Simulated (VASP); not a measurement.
The system is Ta3Sb.

```
Ta Sb
1.0
     5.26500    0.00000    0.00000
     0.00000    5.26500    0.00000
     0.00000    0.00000    5.26500
Ta Sb
6 2
Direct
  0.25000 0.00000 0.50000
  0.50000 0.75000 0.00000
  0.75000 0.00000 0.50000
  0.50000 0.25000 0.00000
  0.00000 0.50000 0.75000
  0.00000 0.50000 0.25000
  0.00000 0.00000 0.00000
  0.50000 0.50000 0.50000
```

```yaml
Program: VASP 6.6.1
Task: relaxation of cell and atoms
Functional: LDA
Potentials_or_basis: VASP PAW LDA potentials, release 64 (Ta_sv_GW, Sb_d_GW)
Cutoff: 500 eV
k_mesh: 4 × 4 × 4
Occupations: fermi-dirac, width 0.1 eV
Spin: no spin polarisation
```

At the start: pressure -7.6 GPa; volume 18.24 Å³/atom.

Where does the relaxation end?

Over 4 steps the energy falls by 16.8 meV/atom and the volume is 17.56 Å³/atom (-3.7 %); space group Pm-3n (No. 223, to 0.1 Å) before and after.

The path:
```
step  energy change (eV)  largest force (eV/Å)  pressure (GPa)  volume (Å³)
   1              0.0000                0.0000           -7.59       145.95
   2              0.6733                0.0000           23.28       128.44
   3             -0.1342                0.0000           -0.27       140.64
   4             -0.1344                0.0000           -0.03       140.48
```

Final structure:
```yaml
crystal:
  lattice:
    - [5.19845, 0.00000, 0.00000]
    - [0.00000, 5.19845, 0.00000]
    - [0.00000, 0.00000, 5.19845]
  atoms:
    - { symbol: Ta, position: [0.25000, 0.00000, 0.50000] }
    - { symbol: Ta, position: [0.50000, 0.75000, 0.00000] }
    - { symbol: Ta, position: [0.75000, 0.00000, 0.50000] }
    - { symbol: Ta, position: [0.50000, 0.25000, 0.00000] }
    - { symbol: Ta, position: [0.00000, 0.50000, 0.75000] }
    - { symbol: Ta, position: [0.00000, 0.50000, 0.25000] }
    - { symbol: Sb, position: [0.00000, 0.00000, 0.00000] }
    - { symbol: Sb, position: [0.50000, 0.50000, 0.50000] }
```
